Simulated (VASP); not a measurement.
# CuO2 (Pmmm) in VASP: single point with PBE+D3(BJ)

Aim: the single point of CuO2 with PBE+D3(BJ).

All numbers are computed with VASP 6.6.1; they aren't measurements. Logs are shortened: lines on timing, memory, paths and dates and some standing lists are left out, and cuts for length are marked.

**1. The cell of the first run**

Symmetry: Pmmm, No. 47, orthorhombic system. Conventional cell: a = 2.353 Å, b = 2.373 Å, c = 7.268 Å, α = 90.00°, β = 90.00°, γ = 90.00°. Cu (site symmetry mmm) has 4 Cu at 2.35 to 2.37 Å and 2 O at 3.02 Å within 3.1 Å. O (site symmetry mm2) has 1 O at 1.22 Å within 1.6 Å.

**2. Single point, PBE+D3(BJ), collinear spin, ferromagnetic start**

File INCAR:

```
PREC = Accurate
ENCUT = 520
EDIFF = 1E-6
ISMEAR = 0
SIGMA = 0.1
LREAL = F
LASPH = T
NELM = 150
ALGO = Normal
ISIF = 2
LWAVE = F
LCHARG = F
ISPIN = 2
MAGMOM = 0 0.37 0.37
LORBIT = 11
LMAXMIX = 4
GGA = PE
IVDW = 12
NBANDS = 22
```

File KPOINTS:

```
regular mesh
0
Gamma
  18 8 6
```

File POSCAR:

```
CuO2
1.0
    2.3528015484      0.0000000000      0.0000000000
    0.0000000000      2.3730773455      0.0000000000
    0.0000000000      0.0000000000      7.2677957048
Cu O
1 2
Direct
    0.0000000000      0.5000000000      0.0000000000
    0.0000000000      0.5000000000      0.4161492072
    0.0000000000      0.5000000000      0.5838507928
```

Potentials or basis: VASP PAW PBE potentials, release 64 (Cu, O).

Command:

```sh
$ cat potpaw_PBE.64/Cu/POTCAR potpaw_PBE.64/O/POTCAR > POTCAR
$ mpirun -np 1 vasp_std > vasp.out
```

OUTCAR:

```text
PREC = Accurate
   ENCUT = 520
   EDIFF = 1E-6
   ISMEAR = 0
   LREAL = F
   LASPH = T
   NELM = 150
   ISIF = 2
   ISPIN = 2
   LORBIT = 11
   GGA = PE
   IVDW = 12
 IVDW          = 12

 ion  position               nearest neighbor table
   1  0.000  0.500  0.000-
   2  0.000  0.500  0.416-   3 1.22
   3  0.000  0.500  0.584-   2 1.22

  LATTYP: Found a simple orthorhombic cell.
 ALAT       =     2.3528015484
 B/A-ratio  =     1.0086177252
 C/A-ratio  =     3.0889964816

  Lattice vectors:

 A1 = (   2.3528015484,   0.0000000000,   0.0000000000)
 A2 = (   0.0000000000,   2.3730773455,   0.0000000000)
 A3 = (   0.0000000000,   0.0000000000,   7.2677957048)

Analysis of symmetry for initial positions (statically):
=====================================================================
 Subroutine PRICEL returns:
 Original cell was already a primitive cell.

 Routine SETGRP: Setting up the symmetry group for a
 simple orthorhombic supercell.

 Subroutine GETGRP returns: Found  8 space group operations
 (whereof  8 operations were pure point group operations)
 out of a pool of  8 trial point group operations.

The static configuration has the point symmetry D_2h.

Analysis of symmetry for dynamics (positions and initial velocities):
=====================================================================
 Subroutine PRICEL returns:
 Original cell was already a primitive cell.

 Routine SETGRP: Setting up the symmetry group for a
 simple orthorhombic supercell.

 Subroutine GETGRP returns: Found  8 space group operations
 (whereof  8 operations were pure point group operations)
 out of a pool of  8 trial point group operations.

The dynamic configuration has the point symmetry D_2h.

Analysis of structural, dynamic, and magnetic symmetry:
=====================================================================
 Subroutine PRICEL returns:
 Original cell was already a primitive cell.

 Routine SETGRP: Setting up the symmetry group for a
 simple orthorhombic supercell.

 Subroutine GETGRP returns: Found  8 space group operations
 (whereof  8 operations were pure point group operations)
 out of a pool of  8 trial point group operations.

The overall configuration has the point symmetry D_2h.

 Subroutine INISYM returns: Found  8 space group operations
 (whereof  8 operations are pure point group operations),
 and found     1 'primitive' translations

----------------------------------------------------------------------------------------

                                     Primitive cell

  volume of cell :      40.5789

  direct lattice vectors                    reciprocal lattice vectors
     2.352801548  0.000000000  0.000000000     0.425025222  0.000000000  0.000000000
     0.000000000  2.373077346  0.000000000     0.000000000  0.421393766  0.000000000
     0.000000000  0.000000000  7.267795705     0.000000000  0.000000000  0.137593301

  length of vectors
     2.352801548  2.373077346  7.267795705     0.425025222  0.421393766  0.137593301

  position of ions in fractional coordinates (direct lattice)
     0.000000000  0.500000000  0.000000000
     0.000000000  0.500000000  0.416149207
     0.000000000  0.500000000  0.583850793

  ion indices of the primitive-cell ions
   primitive index   ion index
                 1           1
                 2           2
                 3           3

----------------------------------------------------------------------------------------

 KPOINTS: regular mesh

Automatic generation of k-mesh.
 Grid dimensions read from file:
 generate k-points for:   18    8    6

 Generating k-lattice:

  Cartesian coordinates                     Fractional coordinates (reciprocal lattice)
     0.023612512  0.000000000  0.000000000     0.055555556  0.000000000  0.000000000
     0.000000000  0.052674221  0.000000000     0.000000000  0.125000000  0.000000000
     0.000000000  0.000000000  0.022932217     0.000000000  0.000000000  0.166666667

  Length of vectors
     0.023612512  0.052674221  0.022932217

  Shift w.r.t. Gamma in fractional coordinates (k-lattice)
     0.000000000  0.000000000  0.000000000

 Subroutine IBZKPT returns following result:
 ===========================================

 Found    200 irreducible k-points:

 Following reciprocal coordinates:
            Coordinates               Weight
  0.000000  0.000000  0.000000      1.000000
  0.055556  0.000000  0.000000      2.000000
  0.111111  0.000000  0.000000      2.000000
  0.166667  0.000000  0.000000      2.000000
  0.222222  0.000000  0.000000      2.000000
  0.277778  0.000000  0.000000      2.000000
[... 16 lines left out ...]
  0.111111  0.250000  0.000000      4.000000
  0.166667  0.250000  0.000000      4.000000
 [... further k-points ...]
   k-points           NKPTS =    200   k-points in BZ     NKDIM =    200   number of bands    NBANDS=     22
   number of dos      NEDOS =    301   number of ions     NIONS =      3
   total plane-waves  NPLWV =  17496
   dimension x,y,z NGX =    18 NGY =   18 NGZ =   54
   dimension x,y,z NGXF=    36 NGYF=   36 NGZF=  108
   ions per type =               1   2
   NGX,Y,Z   is equivalent  to a cutoff of  12.72, 12.61, 12.35 a.u.
   NGXF,Y,Z  is equivalent  to a cutoff of  25.44, 25.22, 24.70 a.u.
 SYSTEM =  unknown system
   PREC   = accura    normal or accurate (medium, high low for compatibility)
   ISTART =      0    job   : 0-new  1-cont  2-samecut
   ICHARG =      2    charge: 1-file 2-atom 10-const
   ISPIN  =      2    spin polarized calculation?
   LNONCOLLINEAR =      F non collinear calculations
   LSORBIT =      F    spin-orbit coupling
   LASPH  =      T    aspherical Exc in radial PAW
   ENCUT  =  520.0 eV  38.22 Ry    6.18 a.u.   4.37  4.41 13.51*2*pi/ulx,y,z
   NELM   =    150;   NELMIN=  2; NELMDL= -5     # of ELM steps
   EDIFF  = 0.1E-05   stopping-criterion for ELM
   LREAL  =      F    real-space projection
[... 7 lines left out ...]
   TEBEG  =    0.0;   TEEND  =   0.0 temperature during run
   PSTRESS=    0.0 pullay stress
   NELECT =      23.0000    total number of electrons
   NUPDOWN=      -1.0000    fix difference up-down
   EMIN   =  10.00;   EMAX   =-10.00  energy-range for DOS
   EFERMI =   0.00;   METHOD = LEGACY
   ISMEAR =     0;   SIGMA  =   0.10  broadening in eV -4-tet -1-fermi 0-gaus
   EFERMI_NEDOS =   21; number of points for ismear=-14 and -15
   IALGO  =     38    algorithm
   IMIX   =      4    mixing-type and parameters
     AMIX     =   0.40;   BMIX     =  1.00
     AMIX_MAG =   1.60;   BMIX_MAG =  1.00
  volume/ion in A,a.u.               =      13.53        91.28
  Fermi-wavevector in a.u.,A,eV,Ry     =   1.354828  2.560254 24.974293  1.835559
  Thomas-Fermi vector in A             =   2.481967
   LORBIT       =     11    0 simple, 1 ext, 2 COOP (PROOUT), +10 PAW based schemes
   GGA     = PE    functional components
   LHFCALC =     F    Hartree Fock is set to
   AEXX    =    0.0000 exact exchange contribution
   IVDW    =    12    specifies the selected vdW correction
   LEPSILON=     F    determine dielectric tensor
   LRPA    =     F    only Hartree local field effects (RPA)
 spin polarized calculation
 Gauss-broadening in eV      SIGMA  =   0.10
  energy-cutoff  :      520.00
  volume of cell :       40.58
 maximum number of plane-waves:      1112
 NGX is ok and might be reduce to    18
   NGX =  9   NGY =  9   NGZ = 27

 number of electron      23.0000012 magnetization       0.0000106

 number of electron      23.0000012 magnetization      -0.0000360

 Free energy of the ion-electron system (eV)
  ---------------------------------------------------
  ext. energy  EPLUGINS =         0.00000000
  ---------------------------------------------------
  free energy    TOTEN  =       -12.37306691 eV

  energy without entropy =      -12.36531071  energy(sigma->0) =      -12.36918881

 E-fermi :   1.6769     XC(G=0):  -9.6898

 val. band max:        1.6638214049   @ k =   0.2778   0.2500   0.0000
 cond. band min:       1.6804523832   @ k =   0.2222   0.1250   0.3333
 fundamental gap:      0.0166309783
 Fermi energy:         1.6768714171

 spin component 1

 k-point     1 :       0.0000    0.0000    0.0000
  band No.  band energies     occupation
      1     -25.7954      1.00000
      2     -13.5732      1.00000
      3      -6.8096      1.00000
      4      -3.4958      1.00000
      5      -3.3665      1.00000
      6      -3.2520      1.00000
[... 14 lines left out ...]
     21      23.3387      0.00000
     22      26.2397      0.00000
[... 552 lines left out ...]
  band No.  band energies     occupation
      1     -25.2317      1.00000
      2     -12.7772      1.00000
      3      -6.5697      1.00000
      4      -5.0756      1.00000
      5      -4.0377      1.00000
      6      -1.3960      1.00000
[... 14 lines left out ...]
     21      20.8820      0.00000
     22      22.8923      0.00000

 [... further k-points ...]

 spin component 2

 k-point     1 :       0.0000    0.0000    0.0000
  band No.  band energies     occupation
      1     -25.7955      1.00000
      2     -13.5732      1.00000
      3      -6.8097      1.00000
      4      -3.4958      1.00000
      5      -3.3665      1.00000
      6      -3.2520      1.00000
[... 14 lines left out ...]
     21      23.3387      0.00000
     22      26.2397      0.00000
[... 552 lines left out ...]
  band No.  band energies     occupation
      1     -25.2317      1.00000
      2     -12.7772      1.00000
      3      -6.5697      1.00000
      4      -5.0756      1.00000
      5      -4.0378      1.00000
      6      -1.3960      1.00000
[... 14 lines left out ...]
     21      20.8820      0.00000
     22      22.8923      0.00000

 [... further k-points ...]

------------------------ aborting loop because EDIFF is reached ----------------------------------------

 Edisp (eV)   -0.45492

 E8    (eV) :    -0.1571

  FORCE on cell =-STRESS in cart. coord.  units (eV):
  Direction    XX          YY          ZZ          XY          YZ          ZX
  --------------------------------------------------------------------------------------
  -------------------------------------------------------------------------------------
  Total       0.00891     0.00683     1.33413    -0.00000     0.00000     0.00000
  in kB       0.35186     0.26960    52.67569    -0.00000     0.00000     0.00000
  external pressure =       17.77 kB  Pullay stress =        0.00 kB

 VOLUME and BASIS-vectors are now :
 -----------------------------------------------------------------------------
  energy-cutoff  :      520.00
  volume of cell :       40.58
      direct lattice vectors                 reciprocal lattice vectors
     2.352801548  0.000000000  0.000000000     0.425025222  0.000000000  0.000000000
     0.000000000  2.373077346  0.000000000     0.000000000  0.421393766  0.000000000
     0.000000000  0.000000000  7.267795705     0.000000000  0.000000000  0.137593301

 POSITION                                       TOTAL-FORCE (eV/Angst)
 -----------------------------------------------------------------------------------
      0.00000      1.18654      0.00000         0.000000      0.000000      0.000000
      0.00000      1.18654      3.02449         0.000000      0.000000     -1.183742
      0.00000      1.18654      4.24331         0.000000      0.000000      1.183742
 -----------------------------------------------------------------------------------
    total drift:                                0.000000      0.000000      0.000000

  FREE ENERGIE OF THE ION-ELECTRON SYSTEM (eV)
  ---------------------------------------------------
  free  energy   TOTEN  =       -12.8279890558 eV

  energy  without entropy=      -12.8202328574  energy(sigma->0) =      -12.82411096

 total charge

# of ion       s       p       d       tot
------------------------------------------
    1        0.473   0.197   9.247   9.918
    2        1.622   3.302   0.000   4.923
    3        1.622   3.302   0.000   4.923
--------------------------------------------------
tot          3.716   6.801   9.247  19.765

 magnetization (x)

# of ion       s       p       d       tot
------------------------------------------
    1        0.000   0.000  -0.000  -0.000
    2       -0.000  -0.000   0.000  -0.000
    3       -0.000  -0.000   0.000  -0.000
--------------------------------------------------
tot         -0.000  -0.000  -0.000  -0.000
```

It took 6.9 min on 1 thread of Oxide Virtual Turin-like, shared host; peak memory 0.33 GiB.

Results:

```yaml
Free_energy: -12.8280 eV
Pressure: 1.8 GPa
Largest_force: 1.184 eV/Å
Net_moment: 0.00 μB per cell
Valence_electrons_inside_the_program's_atomic_spheres: Cu 9.92; O 4.92
Dispersion_energy_per_atom: -0.152 eV
```

Forces on the atoms (eV/Å):
```
Cu   0.000  0.000  0.000
O    0.000  0.000 -1.184
O    0.000  0.000  1.184
```

Levels at points of the mesh, in eV from the Fermi level:
Spin up:
```csv
k point,band 8,band 9,band 10,band 11,band 12,band 13,band 14,band 15
"(0.00, 0.00, 0.00)",-1.50,-0.76,-0.74,-0.54,1.37,1.47,1.69,9.87
"(0.50, 0.00, 0.00)",-1.99,-1.37,-0.95,-0.64,1.49,1.72,4.64,7.22
"(0.00, 0.50, 0.00)",-1.96,-1.31,-0.97,-0.63,1.41,1.79,4.47,7.11
"(0.50, 0.50, 0.00)",-1.84,-1.22,-1.15,-0.76,0.04,7.43,7.50,10.01
"(0.00, 0.00, 0.50)",-1.64,-0.76,-0.74,-0.54,1.37,1.47,2.37,7.81
"(0.50, 0.00, 0.50)",-2.24,-1.37,-1.00,-0.64,1.58,1.72,4.43,8.45
"(0.00, 0.50, 0.50)",-2.21,-1.31,-1.02,-0.63,1.50,1.79,4.27,8.32
"(0.50, 0.50, 0.50)",-1.81,-1.26,-1.19,-0.78,0.04,7.48,7.54,9.94
```
Spin down:
| k point | band 8 | band 9 | band 10 | band 11 | band 12 | band 13 | band 14 | band 15 |
| --- | --- | --- | --- | --- | --- | --- | --- | --- |
| (0.00, 0.00, 0.00) | -1.50 | -0.76 | -0.74 | -0.54 | 1.37 | 1.47 | 1.69 | 9.87 |
| (0.50, 0.00, 0.00) | -1.99 | -1.37 | -0.95 | -0.64 | 1.49 | 1.72 | 4.64 | 7.22 |
| (0.00, 0.50, 0.00) | -1.96 | -1.31 | -0.97 | -0.63 | 1.41 | 1.79 | 4.47 | 7.11 |
| (0.50, 0.50, 0.00) | -1.84 | -1.22 | -1.15 | -0.76 | 0.04 | 7.43 | 7.50 | 10.01 |
| (0.00, 0.00, 0.50) | -1.64 | -0.76 | -0.74 | -0.54 | 1.37 | 1.47 | 2.37 | 7.81 |
| (0.50, 0.00, 0.50) | -2.24 | -1.37 | -1.00 | -0.64 | 1.58 | 1.72 | 4.43 | 8.45 |
| (0.00, 0.50, 0.50) | -2.21 | -1.31 | -1.02 | -0.63 | 1.50 | 1.79 | 4.27 | 8.32 |
| (0.50, 0.50, 0.50) | -1.81 | -1.26 | -1.19 | -0.78 | 0.04 | 7.48 | 7.54 | 9.94 |

Caveat: the standard files for N, O and F lose accuracy on very short bonds; the stress differs along the axes, from 0 to 5 GPa; semilocal functionals often make such compounds metallic where correlation or magnetic order opens a gap, which also shifts bond lengths; forces of over 1 eV/Å act on the atoms, so gaps and moduli don't describe the material at rest.
